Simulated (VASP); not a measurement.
# HfC2 (P6/mmm) in VASP: further runs

The runs below take HfC2 through single point, relaxation of cell and atoms, with PBE.

All numbers are computed with VASP 6.6.1; they aren't measurements. Logs are shortened: lines on timing, memory, paths and dates and some standing lists are left out, and cuts for length are marked.

**1. The cell of the first run**

It takes space group P6/mmm (No. 191, hexagonal). The conventional cell has a = 3.278 Å, b = 3.278 Å, c = 3.179 Å, α = 90.00°, β = 90.00°, γ = 120.00°. Hf (site symmetry 6/mmm) has 12 C at 2.47 Å and 8 Hf at 3.18 to 3.28 Å within 3.3 Å. Within 2.5 Å of C (site symmetry -6m2) lie 3 C at 1.89 Å and 6 Hf at 2.47 Å.

The cell was built from a structure type or drawn by symmetry, and may not be a known phase.

**2. Single point, PBE**

File INCAR:

```
SYSTEM = HfC2
PREC = Accurate ; ENCUT = 520
EDIFF = 1E-7 ; ISMEAR = 0
SIGMA = 0.1 ; LREAL = .False.
LASPH = .True. ; NELM = 60
ALGO = Normal ; ISIF = 2
LWAVE = .False. ; LCHARG = .True.
GGA = PE ; LELF = .True.
LVHAR = .True. ; NBANDS = 16
```

File KPOINTS:

```
regular mesh
0
Gamma
  6 6 4
  0 0 0
```

File POSCAR:

```
HfC2
1.0
    3.2782124649      0.0000000027      0.0000000000
   -1.6391062348      2.8390152723      0.0000000000
    0.0000000000      0.0000000000      3.1790710676
Hf C
1 2
Direct
    0.0000000000      0.0000000000      0.0000000000
    0.3333333333      0.6666666667      0.5000000000
    0.6666666667      0.3333333333      0.5000000000
```

Potentials or basis: VASP PAW PBE potentials, release 64 (Hf_pv, C).

Started as:

```sh
$ cat potpaw_PBE.64/Hf_pv/POTCAR potpaw_PBE.64/C/POTCAR > POTCAR
$ mpirun -np 1 vasp_std > vasp.out
```

OUTCAR:

```text
SYSTEM = HfC2
   PREC = Accurate
   ENCUT = 520
   EDIFF = 1E-7
   ISMEAR = 0
   LREAL = .False.
   LASPH = .True.
   NELM = 60
   ISIF = 2
   GGA = PE

 ion  position               nearest neighbor table
   1  0.000  0.000  0.000-   2 2.47   3 2.47   2 2.47   3 2.47   3 2.47   3 2.47   2 2.47   2 2.47
                             3 2.47   3 2.47   2 2.47   2 2.47
   2  0.333  0.667  0.500-   3 1.89   3 1.89   3 1.89   1 2.47   1 2.47   1 2.47   1 2.47   1 2.47
                             1 2.47
   3  0.667  0.333  0.500-   2 1.89   2 1.89   2 1.89   1 2.47   1 2.47   1 2.47   1 2.47   1 2.47
                             1 2.47

  LATTYP: Found a hexagonal cell.
 ALAT       =     3.2782124649
 C/A-ratio  =     0.9697574827

  Lattice vectors:

 A1 = (   3.2782124649,   0.0000000027,   0.0000000000)
 A2 = (  -1.6391062348,   2.8390152723,   0.0000000000)
 A3 = (   0.0000000000,   0.0000000000,   3.1790710676)

Analysis of symmetry for initial positions (statically):
=====================================================================
 Subroutine PRICEL returns:
 Original cell was already a primitive cell.

 Routine SETGRP: Setting up the symmetry group for a
 hexagonal supercell.

 Subroutine GETGRP returns: Found 24 space group operations
 (whereof 24 operations were pure point group operations)
 out of a pool of 24 trial point group operations.

The static configuration has the point symmetry D_6h.

Analysis of symmetry for dynamics (positions and initial velocities):
=====================================================================
 Subroutine PRICEL returns:
 Original cell was already a primitive cell.

 Routine SETGRP: Setting up the symmetry group for a
 hexagonal supercell.

 Subroutine GETGRP returns: Found 24 space group operations
 (whereof 24 operations were pure point group operations)
 out of a pool of 24 trial point group operations.

The dynamic configuration has the point symmetry D_6h.

 Subroutine INISYM returns: Found 24 space group operations
 (whereof 24 operations are pure point group operations),
 and found     1 'primitive' translations

----------------------------------------------------------------------------------------

                                     Primitive cell

  volume of cell :      29.5873

  direct lattice vectors                    reciprocal lattice vectors
     3.278212465  0.000000003  0.000000000     0.305044292  0.176117404  0.000000000
    -1.639106235  2.839015272  0.000000000    -0.000000000  0.352234808  0.000000000
     0.000000000  0.000000000  3.179071068     0.000000000  0.000000000  0.314557296

  length of vectors
     3.278212465  3.278212465  3.179071068     0.352234808  0.352234808  0.314557296

  position of ions in fractional coordinates (direct lattice)
     0.000000000  0.000000000  0.000000000
     0.333333333  0.666666667  0.500000000
     0.666666667  0.333333333  0.500000000

  ion indices of the primitive-cell ions
   primitive index   ion index
                 1           1
                 2           2
                 3           3

----------------------------------------------------------------------------------------

 KPOINTS: regular mesh

Automatic generation of k-mesh.
 Grid dimensions read from file:
 generate k-points for:    6    6    4

 Generating k-lattice:

  Cartesian coordinates                     Fractional coordinates (reciprocal lattice)
     0.050840715  0.029352901  0.000000000     0.166666667  0.000000000  0.000000000
    -0.000000000  0.058705801  0.000000000     0.000000000  0.166666667  0.000000000
     0.000000000  0.000000000  0.078639324     0.000000000  0.000000000  0.250000000

  Length of vectors
     0.058705801  0.058705801  0.078639324

  Shift w.r.t. Gamma in fractional coordinates (k-lattice)
     0.000000000  0.000000000  0.000000000

 Subroutine IBZKPT returns following result:
 ===========================================

 Found     21 irreducible k-points:

 Following reciprocal coordinates:
            Coordinates               Weight
  0.000000  0.000000  0.000000      1.000000
  0.166667  0.000000  0.000000      6.000000
  0.333333 -0.000000  0.000000      6.000000
  0.500000  0.000000  0.000000      3.000000
  0.166667  0.166667  0.000000      6.000000
  0.333333  0.166667  0.000000     12.000000
[... 13 lines left out ...]
  0.333333  0.166667  0.500000     12.000000
  0.333333  0.333333  0.500000      2.000000
   k-points           NKPTS =     21   k-points in BZ     NKDIM =     21   number of bands    NBANDS=     16
   number of dos      NEDOS =    301   number of ions     NIONS =      3
   total plane-waves  NPLWV =  13824
   dimension x,y,z NGX =    24 NGY =   24 NGZ =   24
   dimension x,y,z NGXF=    48 NGYF=   48 NGZF=   48
   ions per type =               1   2
   NGX,Y,Z   is equivalent  to a cutoff of  12.17, 12.17, 12.55 a.u.
   NGXF,Y,Z  is equivalent  to a cutoff of  24.34, 24.34, 25.10 a.u.
 SYSTEM =  HfC2
   PREC   = accura    normal or accurate (medium, high low for compatibility)
   ISTART =      0    job   : 0-new  1-cont  2-samecut
   ICHARG =      2    charge: 1-file 2-atom 10-const
   ISPIN  =      1    spin polarized calculation?
   LNONCOLLINEAR =      F non collinear calculations
   LSORBIT =      F    spin-orbit coupling
   LASPH  =      T    aspherical Exc in radial PAW
   ENCUT  =  520.0 eV  38.22 Ry    6.18 a.u.   6.10  6.10  5.91*2*pi/ulx,y,z
   NELM   =     60;   NELMIN=  2; NELMDL= -5     # of ELM steps
   EDIFF  = 0.1E-06   stopping-criterion for ELM
   LREAL  =      F    real-space projection
   EDIFFG = 0.1E-05   stopping-criterion for IOM
   NSW    =      0    number of steps for IOM
   IBRION =     -1    ionic relax: 0-MD 1-quasi-New 2-CG
   NFREE  =      0    steps in history (QN), initial steepest desc. (CG)
   ISIF   =      2    stress and relaxation
   ISYM   =      2    0-nonsym 1-usesym 2-fastsym
   POTIM  = 0.5000    time-step for ionic-motion
   TEBEG  =    0.0;   TEEND  =   0.0 temperature during run
   PSTRESS=    0.0 pullay stress
   NELECT =      18.0000    total number of electrons
   NUPDOWN=      -1.0000    fix difference up-down
   EMIN   =  10.00;   EMAX   =-10.00  energy-range for DOS
   EFERMI =   0.00;   METHOD = LEGACY
   ISMEAR =     0;   SIGMA  =   0.10  broadening in eV -4-tet -1-fermi 0-gaus
   EFERMI_NEDOS =   21; number of points for ismear=-14 and -15
   IALGO  =     38    algorithm
   IMIX   =      4    mixing-type and parameters
     AMIX     =   0.40;   BMIX     =  1.00
     AMIX_MAG =   1.60;   BMIX_MAG =  1.00
  volume/ion in A,a.u.               =       9.86        66.55
  Fermi-wavevector in a.u.,A,eV,Ry     =   1.387173  2.621377 26.180998  1.924249
  Thomas-Fermi vector in A             =   2.511419
   LORBIT       =      0    0 simple, 1 ext, 2 COOP (PROOUT), +10 PAW based schemes
   GGA     = PE    functional components
   LHFCALC =     F    Hartree Fock is set to
   AEXX    =    0.0000 exact exchange contribution
   IVDW    =     0    specifies the selected vdW correction
   LEPSILON=     F    determine dielectric tensor
   LRPA    =     F    only Hartree local field effects (RPA)
 non-spin polarized calculation
 Gauss-broadening in eV      SIGMA  =   0.10
  energy-cutoff  :      520.00
  volume of cell :       29.59
 maximum number of plane-waves:       810
   NGX = 13   NGY = 13   NGZ = 11

 number of electron      17.9999996 magnetization

 Free energy of the ion-electron system (eV)
  ---------------------------------------------------
  ext. energy  EPLUGINS =         0.00000000
  ---------------------------------------------------
  free energy    TOTEN  =       -25.77022006 eV

  energy without entropy =      -25.75780847  energy(sigma->0) =      -25.76401426

 E-fermi :   8.4617     XC(G=0): -12.8617

 val. band max:        8.4569821508   @ k =   0.3333   0.1667   0.5000
 cond. band min:       8.5223735984   @ k =   0.1667   0.1667   0.2500
 fundamental gap:      0.0653914476
 Fermi energy:         8.4616879638

 k-point     1 :       0.0000    0.0000    0.0000
  band No.  band energies     occupation
      1     -22.5504      2.00000
      2     -22.5504      2.00000
      3     -22.5479      2.00000
      4      -8.4609      2.00000
      5       2.7210      2.00000
      6       2.7210      2.00000
[... 8 lines left out ...]
     15      12.5825      0.00000
     16      12.5825      0.00000

 k-point     2 :       0.1667    0.0000    0.0000
  band No.  band energies     occupation
      1     -22.6957      2.00000
      2     -22.5822      2.00000
      3     -22.5270      2.00000
      4      -7.9239      2.00000
      5       0.5667      2.00000
      6       2.6935      2.00000
[... 8 lines left out ...]
     15      13.1331      0.00000
     16      13.8545      0.00000

 k-point     3 :       0.3333   -0.0000    0.0000
  band No.  band energies     occupation
      1     -22.9724      2.00000
      2     -22.6451      2.00000
      3     -22.4849      2.00000
      4      -6.4864      2.00000
      5      -2.0549      2.00000
      6       2.5779      2.00000
[... 8 lines left out ...]
     15      15.4798      0.00000
     16      15.8629      0.00000

 k-point     4 :       0.5000    0.0000    0.0000
  band No.  band energies     occupation
      1     -23.1046      2.00000
      2     -22.6762      2.00000
      3     -22.4637      2.00000
      4      -4.7256      2.00000
      5      -4.1562      2.00000
      6       2.4983      2.00000
[... 8 lines left out ...]
     15      16.3091      0.00000
     16      17.0518      0.00000
[... 267 lines left out ...]
 k-point    19 :       0.1667    0.1667    0.5000
  band No.  band energies     occupation
      1     -23.0164      2.00000
      2     -22.7893      2.00000
      3     -22.5936      2.00000
      4      -5.9815      2.00000
      5      -0.7333      2.00000
      6       1.1493      2.00000
[... 8 lines left out ...]
     15      15.6814      0.00000
     16      17.7603      0.00000

 k-point    20 :       0.3333    0.1667    0.5000
  band No.  band energies     occupation
      1     -22.9543      2.00000
      2     -22.9304      2.00000
      3     -22.6771      2.00000
      4      -5.4227      2.00000
      5      -2.6906      2.00000
      6       1.4736      2.00000
[... 8 lines left out ...]
     15      15.0706      0.00000
     16      15.7999      0.00000

 k-point    21 :       0.3333    0.3333    0.5000
  band No.  band energies     occupation
      1     -22.9336      2.00000
      2     -22.8424      2.00000
      3     -22.8424      2.00000
      4      -4.3432      2.00000
      5      -4.3432      2.00000
      6       1.5170      2.00000
[... 8 lines left out ...]
     15      15.6599      0.00000
     16      15.6599      0.00000

------------------------ aborting loop because EDIFF is reached ----------------------------------------

  FORCE on cell =-STRESS in cart. coord.  units (eV):
  Direction    XX          YY          ZZ          XY          YZ          ZX
  --------------------------------------------------------------------------------------
  -------------------------------------------------------------------------------------
  Total       -0.3629516     -0.3629516     -0.3680316      0.0000000     -0.0000000      0.0000000
  in kB      -19.6541502    -19.6541502    -19.9292353      0.0000000     -0.0000000      0.0000000
  external PRESSURE =     -19.7458452 kB  Pullay stress =       0.0000000 kB

 VOLUME and BASIS-vectors are now :
 -----------------------------------------------------------------------------
  energy-cutoff  :      520.00
  volume of cell :       29.59
      direct lattice vectors                 reciprocal lattice vectors
     3.278212465  0.000000003  0.000000000     0.305044292  0.176117404  0.000000000
    -1.639106235  2.839015272  0.000000000    -0.000000000  0.352234808  0.000000000
     0.000000000  0.000000000  3.179071068     0.000000000  0.000000000  0.314557296

 POSITION                                       TOTAL-FORCE (eV/Angst)
 -----------------------------------------------------------------------------------
      0.00000      0.00000      0.00000         0.000000     -0.000000      0.000000
     -0.00000      1.89268      1.58954        -0.000000     -0.000000      0.000000
      1.63911      0.94634      1.58954         0.000000      0.000000      0.000000
 -----------------------------------------------------------------------------------
    total drift:                               -0.000000      0.000000      0.000000

  FREE ENERGIE OF THE ION-ELECTRON SYSTEM (eV)
  ---------------------------------------------------
  free  energy   TOTEN  =       -25.7702200566 eV

  energy  without entropy=      -25.7578084672  energy(sigma->0) =      -25.76401426
```

Run time: 16 s. Hardware: 1 thread of Intel Xeon 8259CL, shared host; peak memory 0.14 GiB.

What came out:

* Free energy: -25.7702 eV
* Pressure: -2.0 GPa
* Band gap on the k mesh: zero (bands 9 and 10 overlap by 4.07 eV)

Caveat: the k points lie up to 0.49 Å⁻¹ apart, too coarse for converged energies and pressures of a metal; spin-orbit coupling is left out, which moves the levels of the heavy elements.

**3. Relaxation of cell and atoms, PBE**

This run uses another cell than the first one, of 13.87 Å³/atom.

File INCAR:

```
SYSTEM = HfC2
PREC = Accurate ; ENCUT = 600
EDIFF = 1E-6 ; ISMEAR = 0
SIGMA = 0.1 ; LREAL = .False.
LASPH = .True. ; NELM = 100
ALGO = Normal ; ISIF = 3
LWAVE = .False. ; LCHARG = .False.
GGA = PE ; IBRION = 2
NSW = 90 ; EDIFFG = -0.04
```

KPOINTS is that of step 2.

File POSCAR:

```
HfC2
1.0
    3.5683497300      0.0000000000      0.0000000000
   -1.7841748700      3.0902815200      0.0000000000
    0.0000000000      0.0000000000      3.7730909600
Hf C
1 2
Direct
    0.0000000000      0.0000000000      0.0000000000
    0.3333333300      0.6666666700      0.5000000000
    0.6666666700      0.3333333300      0.5000000000
```

Potentials or basis: VASP PAW PBE potentials, release 64 (Hf_pv, C).

Started as:

```sh
$ cat potpaw_PBE.64/Hf_pv/POTCAR potpaw_PBE.64/C/POTCAR > POTCAR
$ mpirun -np 1 vasp_std > vasp.out
```

It took 89 s on 1 thread of Intel Xeon 8259CL, shared host; peak memory 0.18 GiB.

It converged, with:

| Item | Value |
| --- | --- |
| Free energy | -25.7865 eV |
| Relaxed volume | 9.72 Å³/atom |
| Relaxed cell | a = 3.260 Å, b = 3.260 Å, c = 3.169 Å, α = 90.00°, β = 90.00°, γ = 120.00° |
| Space group after relaxing (to 0.1 Å) | P6/mmm (No. 191) |
| Energy gained by relaxing | 708.8 meV/atom |
| Ionic steps | 6 |
| Pressure after relaxing | 0.4 GPa |
| Band gap on the k mesh | zero (bands 9 and 10 overlap by 4.14 eV) |

The path:
```
step  energy change (eV)  largest force (eV/Å)  pressure (GPa)  volume (Å³)
   1              0.0000                0.0000          -37.20        41.61
   2             -1.5394                0.0000           45.69        24.98
   3             -2.1225                0.0000           -1.09        29.28
   4             -2.1237                0.0000            0.40        29.06
   5             -2.1262                0.0000            0.49        29.14
   6             -2.1265                0.0000            0.44        29.17
```

Final structure:
```yaml
crystal:
  lattice:
    - [3.25998, 0.00000, 0.00000]
    - [-1.62999, 2.82322, 0.00000]
    - [0.00000, 0.00000, 3.16935]
  atoms:
    - { symbol: Hf, position: [0.00000, 0.00000, 0.00000] }
    - { symbol: C, position: [0.33333, 0.66667, 0.50000] }
    - { symbol: C, position: [0.66667, 0.33333, 0.50000] }
```

Levels at points of the mesh, in eV from the Fermi level:
| k point | band 6 | band 7 | band 8 | band 9 | band 10 | band 11 | band 12 | band 13 |
| --- | --- | --- | --- | --- | --- | --- | --- | --- |
| (0.00, 0.00, 0.00) | -5.86 | -3.91 | -3.36 | -2.96 | 1.77 | 1.77 | 3.07 | 3.74 |
| (0.50, 0.00, 0.00) | -6.08 | -4.76 | -4.47 | -0.24 | 2.74 | 2.94 | 3.18 | 3.86 |
| (0.00, 0.00, 0.50) | -4.45 | -4.45 | -2.34 | -2.07 | -2.07 | 0.37 | 0.37 | 0.81 |
| (0.50, 0.00, 0.50) | -7.44 | -6.02 | -4.67 | -0.54 | 4.93 | 5.40 | 5.99 | 6.24 |

Caveat: the k points lie up to 0.50 Å⁻¹ apart in the final cell, too coarse for converged energies and pressures of a metal; the volume moved by over 15 % at a fixed basis, so the end points are rough; spin-orbit coupling is left out, which moves the levels of the heavy elements.

**4. Single point, PBE**

This run uses another cell than the first one, of 9.73 Å³/atom.

File INCAR:

```
SYSTEM = HfC2
PREC = Accurate ; ENCUT = 520
EDIFF = 1E-7 ; ISMEAR = 0
SIGMA = 0.1 ; LREAL = .False.
LASPH = .True. ; NELM = 80
ALGO = Normal ; ISIF = 2
LWAVE = .False. ; LCHARG = .False.
GGA = PE ; NBANDS = 16
```

File KPOINTS:

```
Automatic mesh
0
Gamma
  18 18 14
  0 0 0
```

File POSCAR:

```
HfC2
1.0
    3.2386245982      0.0000000000      0.0000000000
   -1.6193122991      2.8047311754      0.0000000000
    0.0000000000      0.0000000000      3.2140546461
Hf C
1 2
Direct
    0.0000000000      0.0000000000      0.0000000000
    0.3333333333      0.6666666667      0.5000000000
    0.6666666667      0.3333333333      0.5000000000
```

Started as:

```sh
$ cat potpaw_PBE.64/Hf_pv/POTCAR potpaw_PBE.64/C/POTCAR > POTCAR
$ mpirun -np 1 vasp_std > vasp.out
```

Wall time 2.1 min (1 thread of Intel Xeon 8259CL, shared host); peak memory 0.25 GiB.

Results (log left out):

```
Free energy            : -25.9166 eV
Pressure               : -1.8 GPa
Band gap on the k mesh : zero (bands 9 and 10 overlap by 4.35 eV)
```

Stress tensor (GPa, compression positive):
```
-1.81  0.00  0.00
 0.00 -1.81  0.00
 0.00  0.00 -1.71
```

Levels at points of the mesh, in eV from the Fermi level:
| k point | band 5 | band 6 | band 7 | band 8 | band 9 | band 10 | band 11 | band 12 | band 13 | band 14 |
| --- | --- | --- | --- | --- | --- | --- | --- | --- | --- | --- |
| (0.00, 0.00, 0.00) | -5.93 | -5.93 | -4.23 | -3.25 | -3.17 | 1.70 | 1.70 | 2.97 | 3.55 | 3.55 |
| (0.50, 0.00, 0.00) | -12.92 | -6.27 | -5.07 | -4.55 | -0.45 | 2.51 | 2.73 | 3.27 | 3.81 | 5.14 |
| (0.00, 0.00, 0.50) | -9.53 | -4.61 | -4.61 | -2.30 | -2.06 | -2.06 | 0.25 | 0.25 | 0.86 | 3.24 |
| (0.50, 0.00, 0.50) | -11.08 | -7.58 | -6.11 | -4.76 | -0.65 | 4.90 | 4.99 | 5.92 | 6.06 | 6.63 |

Caveat: spin-orbit coupling is left out, which moves the levels of the heavy elements.

[end of part 1 of 2]
